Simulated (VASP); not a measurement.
Input of a VASP 6.6.1 run:

Contents of INCAR:

```
SYSTEM = Se
  ALGO = Normal
  EDIFF = 1E-8
  ENCUT = 520
  GGA = PE
  ISIF = 2
  ISMEAR = -1
  LASPH = .TRUE.
  LCHARG = .FALSE.
  LEFG = .TRUE.
  LREAL = .FALSE.
  LWAVE = .FALSE.
  NBANDS = 16
  NELM = 80
  PREC = Accurate
  SIGMA = 0.03
```

File KPOINTS:

```
k-points
0
G
  8 8 6
  0 0 0
```

The input POSCAR:

```
Se
1.0
    4.3551696776      0.0435516968      0.0435516968
   -2.1398679630      3.7499117302      0.0159410274
    0.0494945000      0.0494945000      4.9494500000
Se
3
Direct
    0.2170000000      0.0000000000      0.1666666667
    0.0000000000      0.2170000000      0.8333333333
    0.7830000000      0.7830000000      0.5000000000
```

Potentials or basis: VASP PAW PBE potentials, release 64 (Se).

Run with:

```bash
$ cat potpaw_PBE.64/Se/POTCAR > POTCAR
$ mpirun -np 1 vasp_std > vasp.out
```

(1) What does it give for the largest force?

(2) What does it give for the band gap on the k mesh?

(3) What does it give for the pressure?

## Answers

(1) 1.331 eV/Å.

(2) 1.04 eV (least direct gap 1.16 eV).

(3) 5.7 GPa.

Caveat: the cell differs from its parent crystal (equal xy, yz and zx shear strains of +2 %); the cell stands under pressure; without QUAD_EFG the Cq values of the log hold for a quadrupole moment of 1 mb, not for the nuclei; forces of over 1 eV/Å act on the atoms, so gaps and moduli don't describe the material at rest.
